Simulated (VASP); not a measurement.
# Rh: relaxation of cell and atoms with PBEsol

The system is Rh.

```
Rh
1.0
     2.73098    0.00000    0.00000
    -1.36549    2.36510    0.00000
     0.00000    0.00000    4.42849
Rh
2
Direct
  0.66667 0.33333 0.75000
  0.33333 0.66667 0.25000
```

```json
{
 "Program": "VASP 6.6.1",
 "Task": "relaxation of cell and atoms",
 "Functional": "PBEsol",
 "Potentials or basis": "VASP PAW PBE potentials, release 64 (Rh_pv)",
 "Cutoff": "600 eV",
 "k mesh": "14 × 14 × 8",
 "Occupations": "methfessel-paxton, width 0.1 eV",
 "Spin": "no spin polarisation",
 "Dipole correction": "no",
 "Further INCAR settings": "ALGO = Normal; EDIFF = 1e-06; IBRION = 2; EDIFFG = -0.01; NSW = 60; ISIF = 3"
}
```

- Relaxed volume: 13.54 Å³/atom
- Relaxed cell: a = 2.684 Å, b = 2.684 Å, c = 4.342 Å, α = 90.00°, β = 90.00°, γ = 120.00°
- Space group after relaxing (to 0.05 Å): P6_3/mmc (No. 194)
- Energy gained by relaxing: 35.1 meV/atom
- Ionic steps: 11
- Pressure after relaxing: 0.0 GPa
- Band gap on the k mesh: zero (band 15 reaches 12.79 eV, above the bottom of band 16 at 10.44 eV)

Stress tensor (GPa, compression positive):
```
 0.05  0.00  0.00
 0.00  0.05  0.00
 0.00  0.00 -0.09
```

Step by step:
```tsv
step	energy change (eV)	largest force (eV/Å)	pressure (GPa)	volume (Å³)
1	0.0000	0.0000	-14.00	28.60
2	0.4282	0.0000	54.49	23.74
3	-0.0701	0.0000	-0.77	27.15
4	-0.0703	0.0000	-0.13	27.10
5	-0.0702	0.0000	0.19	27.07
6	-0.0702	0.0000	-0.49	27.12
7	-0.0703	0.0000	-0.06	27.09
8	-0.0703	0.0000	-0.12	27.10
9	-0.0703	0.0000	-0.12	27.09
10	-0.0703	0.0000	0.26	27.06
11	-0.0703	0.0000	0.00	27.08
```

Final structure:
```
Rh
1.0
     2.68373    0.00000    0.00000
    -1.34186    2.32417    0.00000
     0.00000    0.00000    4.34199
Rh
2
Direct
  0.66667 0.33333 0.75000
  0.33333 0.66667 0.25000
```

Levels at points of the mesh, in eV from the Fermi level:
```
           k point  band 13  band 14  band 15  band 16  band 17  band 18
(0.00, 0.00, 0.00)    -2.60    -1.97    -1.97     0.13     0.13     0.61
(0.50, 0.00, 0.00)    -2.26     0.44     0.65     0.75     3.05     5.18
(0.00, 0.00, 0.50)    -3.25    -3.25    -0.45    -0.45    -0.45    -0.45
(0.50, 0.00, 0.50)    -0.35    -0.35     0.63     0.63     2.64     2.64
```

It took 4.5 min on 1 thread of Intel(R) Xeon(R) Platinum 8259CL CPU @ 2.50GHz (Skylake/Cascade Lake), with other jobs on the host, peak memory 0.21 GiB.

Caveat: the PAW data sets were made with another functional, which shifts forces and pressure a little.
